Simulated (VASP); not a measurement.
# HfB2 (P-1) in VASP: a series of runs, part 3 of 3

VASP 6.6.1. Earlier steps stand in the parts before.

## (6) Single point, PBE (equal xy, yz and zx shear strains of +2 %)

The input, INCAR:

```
PREC     = Accurate       # precision mode
ENCUT    = 520            # plane-wave cutoff, eV
EDIFF    = 1E-6           # SCF threshold, eV
ISMEAR   = -1             # smearing method
SIGMA    = 0.05           # smearing width, eV
LREAL    = F              # projectors in reciprocal space
LASPH    = T              # aspherical terms in the spheres
NELM     = 100            # most SCF steps
ALGO     = Normal         # electronic algorithm
ISIF     = 2              # what is computed and relaxed
LWAVE    = F              # write WAVECAR
LCHARG   = F              # write CHGCAR
GGA      = PE             # functional
NBANDS   = 15             # bands
```

The input, KPOINTS:

```
Automatic mesh
0
Gamma
  13 13 11
```

The input, POSCAR:

```
HfB2
1.0
    3.1400001005      0.0314000010      0.0314000010
   -1.5428068518      2.7036198544      0.0114931980
    0.0348000000      0.0348000000      3.4800000000
Hf B
1 2
Direct
    0.0000000000      0.0000000000      0.0000000000
    0.3333333333      0.6666666667      0.5000000000
    0.6666666667      0.3333333333      0.5000000000
```

Potentials or basis: VASP PAW PBE potentials, release 64 (Hf_pv, B).

Command:

```console
cat potpaw_PBE.64/Hf_pv/POTCAR potpaw_PBE.64/B/POTCAR > POTCAR
mpirun -np 1 vasp_std > vasp.out
```

OUTCAR:

```text
PREC = Accurate
   ENCUT = 520
   EDIFF = 1E-6
   ISMEAR = -1
   LREAL = F
   LASPH = T
   NELM = 100
   ISIF = 2
   GGA = PE

 ion  position               nearest neighbor table
   1  0.000  0.000  0.000-   2 2.49   3 2.49   3 2.49   2 2.49   3 2.49   2 2.49   2 2.51   3 2.51
                             3 2.54   2 2.54   3 2.56   2 2.56
   2  0.333  0.667  0.500-   3 1.80   3 1.81   3 1.83   1 2.49   1 2.49   1 2.49   1 2.51   1 2.54
                             1 2.56
   3  0.667  0.333  0.500-   2 1.80   2 1.81   2 1.83   1 2.49   1 2.49   1 2.49   1 2.51   1 2.54
                             1 2.56

  LATTYP: Found a triclinic cell.
 ALAT       =     8.8361813540
 B/A-ratio  =     1.0115271760
 C/A-ratio  =     0.8653169296
 COS(alpha) =     0.0041657191
 COS(beta)  =     0.5097732902
 COS(gamma) =     0.8610173440

  Lattice vectors:

 A1 = (  -4.7524069523,   2.6026198534,  -6.9799068030)
 A2 = (  -6.2604138041,   5.3410397078,  -3.4884136050)
 A3 = (   1.4732068518,  -2.7732198544,  -6.9714931980)

Analysis of symmetry for initial positions (statically):
=====================================================================
 Subroutine PRICEL returns:
 Original cell was already a primitive cell.

 Routine SETGRP: Setting up the symmetry group for a
[... 181 lines left out ...]
      4      -6.0821      2.00000
      5       4.6316      2.00000
      6       4.7030      2.00000
      7       4.8821      2.00000
      8       4.8966      2.00000
      9      11.5306      0.00000
     10      11.6586      0.00000
     11      12.3082      0.00000
     12      12.3931      0.00000
     13      12.5142      0.00000
     14      12.6696      0.00000
[... 401 lines left out ...]
      2     -22.8610      2.00000
      3     -22.6422      2.00000
      4      -3.9406      2.00000
      5       1.2300      2.00000
      6       3.0120      2.00000
      7       3.9525      2.00000
      8       6.7298      2.00000
      9       8.5029      0.00000
     10       9.3233      0.00000
     11      12.7915      0.00000
     12      13.8784      0.00000
     13      14.7018      0.00000
     14      15.5584      0.00000
     15      17.3149      0.00000

 [... further k-points ...]
[... 5 lines left out ...]
  --------------------------------------------------------------------------------------
  -------------------------------------------------------------------------------------
  Total        0.2249726      0.2290328      0.2965477     -0.9886413     -0.9645716     -0.9656256
  in kB       12.1339029     12.3528892     15.9943052    -53.3223834    -52.0241867    -52.0810330
  external PRESSURE =      13.4936991 kB  Pullay stress =       0.0000000 kB

 VOLUME and BASIS-vectors are now :
 -----------------------------------------------------------------------------
  energy-cutoff  :      520.00
  volume of cell :       29.71
      direct lattice vectors                 reciprocal lattice vectors
     3.140000101  0.031400001  0.031400001     0.316713553  0.180752118 -0.004974657
    -1.542806852  2.703619854  0.011493198    -0.003641701  0.367811847 -0.003641701
     0.034800000  0.034800000  3.480000000    -0.002845676 -0.002845676  0.287413235

 POSITION                                       TOTAL-FORCE (eV/Angst)
 -----------------------------------------------------------------------------------
      0.00000      0.00000      0.00000        -0.000000     -0.000000     -0.000000
      0.03553      1.83028      1.75813         0.020049      0.005941     -0.005905
      1.59646      0.93954      1.76476        -0.020049     -0.005941      0.005905
 -----------------------------------------------------------------------------------
    total drift:                               -0.000000      0.000000      0.000000

  FREE ENERGIE OF THE ION-ELECTRON SYSTEM (eV)
  ---------------------------------------------------
  free  energy   TOTEN  =       -26.3728859784 eV

  energy  without entropy=      -26.3709795931  energy(sigma->0) =      -26.37193279
```

stdout:

```text
POSCAR found type information on POSCAR HfB
 POSCAR found :  2 types and       3 ions
 scaLAPACK will be used
 LDA part: xc-table for (Slater+PW92), standard interpolation
 POSCAR, INCAR and KPOINTS ok, starting setup
 FFT: planning ... GRIDC
 FFT: planning ... GRID_SOFT
 FFT: planning ... GRID
 WAVECAR not read
 entering main loop
```

Wall time 1.8 min (1 thread of Intel Xeon 6975P-C (Granite Rapids), shared host); peak memory 0.49 GiB.

Results:

```yaml
Free_energy: -26.3729 eV
Pressure: 1.3 GPa
Largest_force: 0.022 eV/Å
Band_gap_on_the_k_mesh: zero (bands 8 and 9 overlap by 0.97 eV)
```

Forces in eV/Å, atoms in the order of the input:
```
Hf   0.000  0.000  0.000
B    0.020  0.006 -0.006
B   -0.020 -0.006  0.006
```

Stress tensor (GPa, compression positive):
```
 1.21 -5.33 -5.21
-5.33  1.24 -5.20
-5.21 -5.20  1.60
```

Levels at points of the mesh, in eV from the Fermi level:
```csv
k point,band 5,band 6,band 7,band 8,band 9,band 10,band 11,band 12
"(0.00, 0.00, 0.00)",-3.12,-3.05,-2.87,-2.86,3.78,3.91,4.55,4.64
```

Caveat: the cell differs from its parent crystal (equal xy, yz and zx shear strains of +2 %); spin-orbit coupling is left out, which moves the levels of the heavy elements.

## (7) Summary

| cell | gap on the mesh (eV) | pressure (GPa) | largest force (eV/Å) |
| --- | --- | --- | --- |
| a = 3.141, b = 3.099, c = 3.481 Å, angles 89.4, 88.3, 118.7°, 3 atoms | none | 1.8 | 0.03 |
| a = 3.140, b = 3.167, c = 3.480 Å, angles 90.4, 91.1, 120.9°, 3 atoms | none | 1.4 | 0.03 |
| a = 3.140, b = 3.126, c = 3.480 Å, angles 89.8, 89.4, 119.6°, 3 atoms | none | 1.1 | 0.01 |
| a = 3.140, b = 3.154, c = 3.480 Å, angles 90.2, 90.6, 120.4°, 3 atoms | none | 1.1 | 0.01 |
| a = 3.140, b = 3.113, c = 3.480 Å, angles 89.6, 88.8, 119.1°, 3 atoms | none | 1.3 | 0.02 |

Alike in all rows: task single point; level PBE; potentials or basis VASP PAW PBE potentials, release 64 (Hf_pv, B); no spin polarisation; k mesh 13 × 13 × 11; cutoff (eV) 520; smearing fermi-dirac 0.05 eV.

Caveats: spin-orbit coupling is left out, which moves the levels of the heavy elements.

Absolute energies hang on the potentials; compare differences alone.
